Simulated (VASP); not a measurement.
# H3C2N in VASP: a series of runs

H3C2N is run at these levels: PBE; tasks: single point.

All numbers are computed with VASP 6.6.1; they aren't measurements. Logs are shortened: lines on timing, memory, paths and dates and some standing lists are left out, and cuts for length are marked.

**1. The cell of the first run**

The cell holds a disordered packing, 36 atoms: a = 8.052 Å, b = 8.052 Å, c = 8.052 Å, α = 90.00°, β = 90.00°, γ = 90.00°.

**2. Single point, PBE**

INCAR

```
SYSTEM = H3C2N
PREC = Accurate ; ENCUT = 1000
EDIFF = 1E-6 ; ISMEAR = -1
SIGMA = 0.02 ; LREAL = Auto
LASPH = .True. ; NELM = 120
ALGO = Normal ; ISIF = 2
LWAVE = .False. ; LCHARG = .False.
GGA = PE ; NBANDS = 72
GGA_COMPAT = .False.
```

KPOINTS

```
Automatic mesh
0
Gamma
  1 1 1
  0 0 0
```

POSCAR

```
H3C2N
1.0
    8.0517480000      0.0000000000      0.0000000000
    0.0000000000      8.0517480000      0.0000000000
    0.0000000000      0.0000000000      8.0517480000
C N H
12 6 18
Direct
    0.2635576772      0.5880089640      0.7575622089
    0.3972801931      0.4682461498      0.7659951603
    0.1680753049      0.7948832974      0.3279536319
    0.1022883478      0.8977802087      0.4613780759
    0.7702054262      0.3302140107      0.4664825576
    0.9165090611      0.3884870714      0.3776447052
    0.6806720727      0.9510729844      0.7520478783
    0.8135997301      0.9063497765      0.8681965705
    0.2334648327      0.1466389658      0.0458037186
    0.3916540855      0.1394728201      0.1333499260
    0.6465055787      0.5299221983      0.1134163662
    0.6030864354      0.6288448173      0.2577204354
    0.5015308477      0.3706151757      0.7876053746
    0.0452448338      0.9762476421      0.5689199414
    1.0442577189      0.4372094109      0.3265874690
    0.9179249028      0.8580869645      0.9543145165
    0.5282331240      0.1271028353      0.1745956282
    0.5662497137      0.7109760514      0.3705033988
    0.3251467880      0.6978857262      0.7282642229
    0.1694166285      0.5583011291      0.6641166614
    0.1955351807      0.5993356970      0.8796599198
    0.0767038412      0.7642439878      0.2349179333
    0.2743627843      0.8653773069      0.2801627671
    0.2246965504      0.6821251733      0.3854815128
    0.7049152557      0.4161580815      0.5408515021
    0.6992022105      0.2506660665      0.3791226452
    0.8174125668      0.2358245688      0.5558420358
    0.6512374704      1.0815663878      0.7596362926
    0.7189991540      0.9080636900      0.6308195438
    0.5658522845      0.8790389366      0.7806503631
    0.1564877589      0.0333219569      0.0662589043
    0.1658025065      0.2672090582      0.0685192830
    0.2566771836      0.1569845455     -0.0892352816
    0.7842023869      0.5298973589      0.0953209167
    0.6057069844      0.4061850917      0.1384668273
    0.5936474912      0.5771417585     -0.0081969778
```

Potentials or basis: VASP PAW PBE potentials, release 64 (C_h, N_h, H_h).

Started as:

```
$ cat potpaw_PBE.64/C_h/POTCAR potpaw_PBE.64/N_h/POTCAR potpaw_PBE.64/H_h/POTCAR > POTCAR
$ mpirun -np 1 vasp_gam > vasp.out
```

OUTCAR:

```text
SYSTEM = H3C2N
   PREC = Accurate
   ENCUT = 1000
   EDIFF = 1E-6
   ISMEAR = -1
   LREAL = Auto
   LASPH = .True.
   NELM = 120
   ISIF = 2
   GGA = PE

 ion  position               nearest neighbor table
   1  0.264  0.588  0.758-  19 1.04  20 1.09  21 1.13   2 1.45
   2  0.397  0.468  0.766-  13 1.16   1 1.45
   3  0.168  0.795  0.328-  22 1.08  23 1.10  24 1.12   4 1.46
   4  0.102  0.898  0.461-  14 1.17   3 1.46
   5  0.770  0.330  0.466-  25 1.06  26 1.11  27 1.11   6 1.46
   6  0.917  0.388  0.378-  15 1.18   5 1.46
   7  0.681  0.951  0.752-  28 1.08  29 1.08  30 1.12   8 1.47
   8  0.814  0.906  0.868-  16 1.16   7 1.47
   9  0.233  0.147  0.046-  33 1.11  31 1.12  32 1.13  10 1.46
  10  0.392  0.139  0.133-  17 1.15   9 1.46
  11  0.647  0.530  0.113-  35 1.07  34 1.12  36 1.13  12 1.45
  12  0.603  0.629  0.258-  18 1.16  11 1.45
  13  0.502  0.371  0.788-   2 1.16
  14  0.045  0.976  0.569-   4 1.17
  15  0.044  0.437  0.327-   6 1.18
  16  0.918  0.858  0.954-   8 1.16
  17  0.528  0.127  0.175-  10 1.15
  18  0.566  0.711  0.371-  12 1.16
[... 16 lines left out ...]
  35  0.606  0.406  0.138-  11 1.07
  36  0.594  0.577  0.992-  11 1.13

  LATTYP: Found a simple cubic cell.
 ALAT       =     8.0517480000

  Lattice vectors:

 A1 = (   8.0517480000,   0.0000000000,   0.0000000000)
 A2 = (   0.0000000000,   8.0517480000,   0.0000000000)
 A3 = (   0.0000000000,   0.0000000000,   8.0517480000)

Analysis of symmetry for initial positions (statically):
=====================================================================
 Subroutine PRICEL returns:
 Original cell was already a primitive cell.

 Routine SETGRP: Setting up the symmetry group for a
 simple cubic supercell.

 Subroutine GETGRP returns: Found  1 space group operations
 (whereof  1 operations were pure point group operations)
 out of a pool of 48 trial point group operations.

The static configuration has the point symmetry C_1 .

Analysis of symmetry for dynamics (positions and initial velocities):
=====================================================================
 Subroutine PRICEL returns:
 Original cell was already a primitive cell.

 Routine SETGRP: Setting up the symmetry group for a
 simple cubic supercell.

 Subroutine GETGRP returns: Found  1 space group operations
 (whereof  1 operations were pure point group operations)
 out of a pool of 48 trial point group operations.

The dynamic configuration has the point symmetry C_1 .

 Subroutine INISYM returns: Found  1 space group operations
 (whereof  1 operations are pure point group operations),
 and found     1 'primitive' translations

----------------------------------------------------------------------------------------

                                     Primitive cell

  volume of cell :     522.0000

  direct lattice vectors                    reciprocal lattice vectors
     8.051748000  0.000000000  0.000000000     0.124196634  0.000000000  0.000000000
     0.000000000  8.051748000  0.000000000     0.000000000  0.124196634  0.000000000
     0.000000000  0.000000000  8.051748000     0.000000000  0.000000000  0.124196634

  length of vectors
     8.051748000  8.051748000  8.051748000     0.124196634  0.124196634  0.124196634

  position of ions in fractional coordinates (direct lattice)
     0.263557677  0.588008964  0.757562209
     0.397280193  0.468246150  0.765995160
     0.168075305  0.794883297  0.327953632
     0.102288348  0.897780209  0.461378076
     0.770205426  0.330214011  0.466482558
     0.916509061  0.388487071  0.377644705
[... 28 lines left out ...]
     0.605706984  0.406185092  0.138466827
     0.593647491  0.577141758  0.991803022

  ion indices of the primitive-cell ions
   primitive index   ion index
                 1           1
                 2           2
                 3           3
                 4           4
                 5           5
                 6           6
[... 28 lines left out ...]
                35          35
                36          36

----------------------------------------------------------------------------------------

 KPOINTS: Automatic mesh

Automatic generation of k-mesh.
 Grid dimensions read from file:
 generate k-points for:    1    1    1

 Generating k-lattice:

  Cartesian coordinates                     Fractional coordinates (reciprocal lattice)
     0.124196634  0.000000000  0.000000000     1.000000000  0.000000000  0.000000000
     0.000000000  0.124196634  0.000000000     0.000000000  1.000000000  0.000000000
     0.000000000  0.000000000  0.124196634     0.000000000  0.000000000  1.000000000

  Length of vectors
     0.124196634  0.124196634  0.124196634

  Shift w.r.t. Gamma in fractional coordinates (k-lattice)
     0.000000000  0.000000000  0.000000000

 Subroutine IBZKPT returns following result:
 ===========================================

 Found      1 irreducible k-points:

 Following reciprocal coordinates:
            Coordinates               Weight
  0.000000  0.000000  0.000000      1.000000
   k-points           NKPTS =      1   k-points in BZ     NKDIM =      1   number of bands    NBANDS=     72
   number of dos      NEDOS =    301   number of ions     NIONS =     36
   total plane-waves  NPLWV = 592704
   dimension x,y,z NGX =    84 NGY =   84 NGZ =   84
   dimension x,y,z NGXF=   168 NGYF=  168 NGZF=  168
   ions per type =              12   6  18
   NGX,Y,Z   is equivalent  to a cutoff of  17.34, 17.34, 17.34 a.u.
   NGXF,Y,Z  is equivalent  to a cutoff of  34.69, 34.69, 34.69 a.u.
 SYSTEM =  H3C2N
   PREC   = accura    normal or accurate (medium, high low for compatibility)
   ISTART =      0    job   : 0-new  1-cont  2-samecut
   ICHARG =      2    charge: 1-file 2-atom 10-const
   ISPIN  =      1    spin polarized calculation?
   LNONCOLLINEAR =      F non collinear calculations
   LSORBIT =      F    spin-orbit coupling
   LASPH  =      T    aspherical Exc in radial PAW
   ENCUT  = 1000.0 eV  73.50 Ry    8.57 a.u.  20.76 20.76 20.76*2*pi/ulx,y,z
   NELM   =    120;   NELMIN=  2; NELMDL= -5     # of ELM steps
   EDIFF  = 0.1E-05   stopping-criterion for ELM
   LREAL  =      T    real-space projection
   EDIFFG = 0.1E-04   stopping-criterion for IOM
   NSW    =      0    number of steps for IOM
   IBRION =     -1    ionic relax: 0-MD 1-quasi-New 2-CG
   NFREE  =      0    steps in history (QN), initial steepest desc. (CG)
   ISIF   =      2    stress and relaxation
   ISYM   =      2    0-nonsym 1-usesym 2-fastsym
   POTIM  = 0.5000    time-step for ionic-motion
   TEBEG  =    0.0;   TEEND  =   0.0 temperature during run
   PSTRESS=    0.0 pullay stress
   NELECT =      96.0000    total number of electrons
   NUPDOWN=      -1.0000    fix difference up-down
   EMIN   =  10.00;   EMAX   =-10.00  energy-range for DOS
   EFERMI =   0.00;   METHOD = LEGACY
   ISMEAR =    -1;   SIGMA  =   0.02  broadening in eV -4-tet -1-fermi 0-gaus
   EFERMI_NEDOS =   21; number of points for ismear=-14 and -15
   IALGO  =     38    algorithm
   IMIX   =      4    mixing-type and parameters
     AMIX     =   0.40;   BMIX     =  1.00
     AMIX_MAG =   1.60;   BMIX_MAG =  1.00
  volume/ion in A,a.u.               =      14.50        97.85
  Fermi-wavevector in a.u.,A,eV,Ry     =   0.930983  1.759303 11.792568  0.866729
  Thomas-Fermi vector in A             =   2.057429
   LORBIT       =      0    0 simple, 1 ext, 2 COOP (PROOUT), +10 PAW based schemes
   GGA     = PE    functional components
   LHFCALC =     F    Hartree Fock is set to
   AEXX    =    0.0000 exact exchange contribution
   IVDW    =     0    specifies the selected vdW correction
   LEPSILON=     F    determine dielectric tensor
   LRPA    =     F    only Hartree local field effects (RPA)
 non-spin polarized calculation
  energy-cutoff  :     1000.00
  volume of cell :      522.00
 maximum number of plane-waves:     18765
 NGX is ok and might be reduce to    84
   NGX = 41   NGY = 41   NGZ = 41

 number of electron      95.9999999 magnetization

 Free energy of the ion-electron system (eV)
  ---------------------------------------------------
  ext. energy  EPLUGINS =         0.00000000
  ---------------------------------------------------
  free energy    TOTEN  =      -221.11225956 eV

  energy without entropy =     -221.11225956  energy(sigma->0) =     -221.11225956

 E-fermi :  -3.8184     XC(G=0):  -6.2246

 val. band max:       -4.3800659676   @ k =   0.0000   0.0000   0.0000
 cond. band min:       1.8467631344   @ k =   0.0000   0.0000   0.0000
 fundamental gap:      6.2268291021
 Fermi energy:        -3.8183971504

 k-point     1 :       0.0000    0.0000    0.0000
  band No.  band energies     occupation
      1     -19.7280      2.00000
      2     -19.4509      2.00000
      3     -19.2424      2.00000
      4     -19.1990      2.00000
      5     -19.1822      2.00000
      6     -19.0667      2.00000
[... 52 lines left out ...]
     59       3.2520      0.00000
     60       3.3897      0.00000
 [bands above 60 left out]

------------------------ aborting loop because EDIFF is reached ----------------------------------------

  FORCE on cell =-STRESS in cart. coord.  units (eV):
  Direction    XX          YY          ZZ          XY          YZ          ZX
  --------------------------------------------------------------------------------------
  -------------------------------------------------------------------------------------
  Total       -0.1843782      3.8509183     -0.4256890      0.4705818     -0.4894339      0.6695111
  in kB       -0.5659128     11.8196431     -1.3065695      1.4443591     -1.5022219      2.0549338
  external PRESSURE =       3.3157202 kB  Pullay stress =       0.0000000 kB

 VOLUME and BASIS-vectors are now :
 -----------------------------------------------------------------------------
  energy-cutoff  :     1000.00
  volume of cell :      522.00
      direct lattice vectors                 reciprocal lattice vectors
     8.051748000  0.000000000  0.000000000     0.124196634  0.000000000  0.000000000
     0.000000000  8.051748000  0.000000000     0.000000000  0.124196634  0.000000000
     0.000000000  0.000000000  8.051748000     0.000000000  0.000000000  0.124196634

 POSITION                                       TOTAL-FORCE (eV/Angst)
 -----------------------------------------------------------------------------------
      2.12210      4.73450      6.09970        -0.967109     -1.429146      1.115584
      3.19880      3.77020      6.16760        -0.420379     -0.787938      0.366544
      1.35330      6.40020      2.64060         1.145882      0.233122      1.369631
      0.82360      7.22870      3.71490        -0.599755     -0.090490      0.085608
      6.20150      2.65880      3.75600         1.450359     -2.510909     -0.786476
      7.37950      3.12800      3.04070         1.077782      0.824153      0.562331
[... 28 lines left out ...]
      4.87700      3.27050      1.11490        -0.279823     -1.002859     -0.217591
      4.77990      4.64700      7.98575         0.191761     -0.297618      1.221376
 -----------------------------------------------------------------------------------
    total drift:                               -0.002744      0.001226      0.001940

  FREE ENERGIE OF THE ION-ELECTRON SYSTEM (eV)
  ---------------------------------------------------
  free  energy   TOTEN  =      -221.1122595566 eV

  energy  without entropy=     -221.1122595566  energy(sigma->0) =     -221.11225956
```

Run time: 3.3 min. Hardware: 1 thread of Intel Xeon Platinum 8259CL at 2.50GHz (Skylake/Cascade Lake), shared host; peak memory 1.1 GiB.

What came out:

| Property | Result |
| --- | --- |
| Free energy | -221.1123 eV |
| Pressure | 0.3 GPa |
| Largest force | 3.004 eV/Å |
| Band gap on the k mesh | 6.23 eV |

Forces in eV/Å, atoms in the order of the input:
```
C   -0.967 -1.429  1.116
C   -0.420 -0.788  0.367
C    1.146  0.233  1.370
C   -0.600 -0.090  0.086
C    1.450 -2.511 -0.786
C    1.078  0.824  0.562
C   -0.092 -1.101  0.941
C   -0.900  0.017 -0.575
C   -0.548  0.702 -0.337
C   -1.208 -0.023 -1.267
C    0.746  1.224 -0.764
C    0.025  0.440 -0.520
N    0.021  0.097 -0.358
N    0.279 -0.055 -0.322
N   -1.229 -0.634  0.062
N    0.477 -0.124  0.483
N    0.997 -0.027  0.798
N    0.015 -0.099  0.214
H    0.399  2.185 -0.509
H    0.152 -0.094 -0.211
H    0.623 -0.022 -0.681
H   -0.317 -0.062 -0.337
H    0.006 -0.113 -0.417
H   -0.459  0.350 -0.460
H   -0.820  1.187  0.179
H   -0.430  0.570  0.273
H    0.113  0.207 -0.161
H   -0.067  0.568 -0.168
H    0.140  0.240 -0.666
H    0.426  0.314  0.145
H    0.118  0.709  0.054
H    0.213 -1.003  0.509
H    0.299 -0.391  0.170
H   -0.577  0.000  0.209
H   -0.280 -1.003 -0.218
H    0.192 -0.298  1.221
```

Stress tensor (GPa, compression positive):
```
-0.06  0.14  0.21
 0.14  1.18 -0.15
 0.21 -0.15 -0.13
```

Levels at points of the mesh, in eV from the valence-band top:
| k point | band 45 | band 46 | band 47 | band 48 | band 49 | band 50 | band 51 | band 52 |
| --- | --- | --- | --- | --- | --- | --- | --- | --- |
| (0.00, 0.00, 0.00) | -0.23 | -0.15 | -0.01 | 0.00 | 6.23 | 6.61 | 6.82 | 6.88 |

Caveat: the k points lie up to 0.78 Å⁻¹ apart.

**3. Single point, PBE**

INCAR

```
SYSTEM = H3C2N
PREC = Accurate
ENCUT = 1000
EDIFF = 1E-6
ISMEAR = -1
SIGMA = 0.02
LREAL = Auto
LASPH = .True.
NELM = 120
ALGO = Normal
ISIF = 2
LWAVE = .False.
LCHARG = .False.
GGA = PE
NBANDS = 72
GGA_COMPAT = .False.
```

KPOINTS

```
regular mesh
0
Gamma
  1 1 1
  0 0 0
```

POSCAR

```
H3C2N
1.0
    8.0517480000      0.0000000000      0.0000000000
    0.0000000000      8.0517480000      0.0000000000
    0.0000000000      0.0000000000      8.0517480000
C N H
12 6 18
Direct
    0.2333157968      0.5524390480      0.7265751487
    0.3550160785      0.4241439250      0.7358650569
    0.2036948995      0.7860901757      0.3374919334
    0.1637408424      0.8912226264      0.4788028637
    0.7557240987      0.3060080867      0.4448847629
    0.9244824850      0.3581334140      0.4326141355
    0.7646414170      1.0007888970      0.8133140779
    0.8619743191      0.8968487340      0.9265814082
    0.1671935088      0.1960692262      0.0231254133
    0.3129630982      0.1998323842      0.1263700752
    0.6637192321      0.5551341150      0.0299562281
    0.6288820763      0.6475364107      0.1738752877
    0.4754868135      0.3401000627      0.7441241330
    0.1377340672      0.9791786827      0.5902445034
    1.0582670993      0.4045208568      0.3979881139
    0.9632442545      0.8434566010      1.0142518122
    0.4341169147      0.2014717798      0.2017201731
    0.6423449914      0.7397524115      0.2888316922
    0.2777160934      0.6587389471      0.7988824290
    0.2042289451      0.5849288875      0.5926042395
    0.1123482752      0.5235012323      0.7871831061
    0.0944639599      0.7826499289      0.2513615677
    0.3127271246      0.8389979418      0.2818642610
    0.2254541498      0.6576460167      0.3773466333
    0.6735804449      0.3991928212      0.5108083363
    0.7046544427      0.2975254566      0.3174465967
    0.7512654395      0.1878598287      0.5044618883
    0.7330954719      0.9212657922      0.7063186776
    0.6606515753      1.0578324110      0.8761824141
    0.8332724770      1.1086288344      0.7757445961
    0.1955848593      0.1934486772     -0.1130934550
    0.0907132215      0.0786909873      0.0393827527
    0.0798708554      0.3024436433      0.0666066549
    0.7946100648      0.5187693405      0.0369360790
    0.6009254140      0.4360543822     -0.0072034048
    0.6604777000      0.6368927592     -0.0785046924
```

Potentials or basis: VASP PAW PBE potentials, release 64 (C_h, N_h, H_h).

Started as:

```
$ cat potpaw_PBE.64/C_h/POTCAR potpaw_PBE.64/N_h/POTCAR potpaw_PBE.64/H_h/POTCAR > POTCAR
$ mpirun -np 1 vasp_gam > vasp.out
```

It took 3.5 min on 1 thread of Intel Xeon Platinum 8259CL at 2.50GHz (Skylake/Cascade Lake), shared host; peak memory 1 GiB.

It converged, with:

| Quantity | Value |
| --- | --- |
| Free energy | -220.6376 eV |
| Pressure | -0.1 GPa |
| Largest force | 4.144 eV/Å |
| Band gap on the k mesh | 5.80 eV |

Forces in eV/Å, atoms in the order of the input:
```
C   -1.414  0.582 -0.448
C    2.540 -1.367  0.048
C   -1.337  0.017  0.344
C    0.068 -0.067 -0.063
C   -1.061  1.331 -0.239
C    1.615  0.932 -0.885
C   -0.059 -1.281  0.331
C    0.405  1.404 -0.303
C   -2.007  0.078  0.104
C   -1.092 -0.273 -1.118
C    0.507 -1.634 -1.922
C    0.487  2.370  3.365
N   -2.038  0.999 -0.100
N   -0.157  0.012  0.144
N   -0.976 -0.415  0.529
N   -0.235 -0.640  0.023
N    1.361  0.069  0.855
N   -0.808 -1.860 -1.994
H    0.178  0.309 -0.265
H    0.356 -0.237  1.251
H    0.430 -0.311 -0.297
H    0.710  0.143  0.248
H    0.620  0.094 -0.591
H    0.140  0.036 -0.114
H    0.749 -0.755 -0.274
H    0.001 -0.275  0.313
H   -0.387 -0.912  0.406
H   -0.345  0.517 -0.020
H   -0.886 -0.345  0.175
H    0.970  0.282 -0.448
H    0.012  0.439  0.748
H    0.809  0.751  0.278
H    1.062 -1.044 -0.829
H    0.318  0.039  0.161
H   -0.288  0.919  0.768
H   -0.248  0.092 -0.183
```

Stress tensor (GPa, compression positive):
```
 0.47  0.87 -0.04
 0.87 -0.56 -1.30
-0.04 -1.30 -0.14
```

Levels at points of the mesh, in eV from the valence-band top:
```tsv
k point	band 44	band 45	band 46	band 47	band 48	band 49	band 50	band 51	band 52	band 53
(0.00, 0.00, 0.00)	-0.23	-0.20	-0.17	-0.08	0.00	5.80	6.26	6.47	6.56	6.88
```

Caveat: the k points lie up to 0.78 Å⁻¹ apart; the atoms stand as in a frame of molecular dynamics.
